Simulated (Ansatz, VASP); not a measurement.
## Two plane-wave programs on InSe

```
Se In
1.0
     3.96000    0.00000    0.00000
    -1.98000    3.42946    0.00000
     0.00000    0.00000   36.71996
Se In
2 2
Cartesian
  0.0000 0.0000 15.8420
  0.0000 0.0000 20.8770
  1.9800 1.1432 17.0531
  1.9800 1.1432 19.6658
```

Alike in both runs: task single point; functional PBE; dispersion D3(BJ); k mesh 9 × 9 × 1; occupations gaussian, width 0.02 eV; no spin polarisation.

|  | VASP | Ansatz |
| --- | --- | --- |
| version | VASP 6.6.1 | Ansatz 0.2.0 |
| potentials or method | VASP PAW PBE potentials, release 64 (Se, In_d), cutoff 520 eV | scalar-relativistic, plane waves, PAW |
| valence electrons in the cell | 38 | 58 |

Ansatz gave:

- gap on the k mesh at the Fermi level (eV): 1.72
- least direct gap on the mesh (eV): 1.80
- rms of the force components (eV/Å): 0.409

Q: Estimate VASP's values.

A: gap on the k mesh at the Fermi level (eV): 1.71; least direct gap on the mesh (eV): 1.79; rms of the force components (eV/Å): 0.413.

VASP's potentials hold 38 valence electrons a cell and Ansatz's 58, so a difference there can come from the potentials and not from the codes.
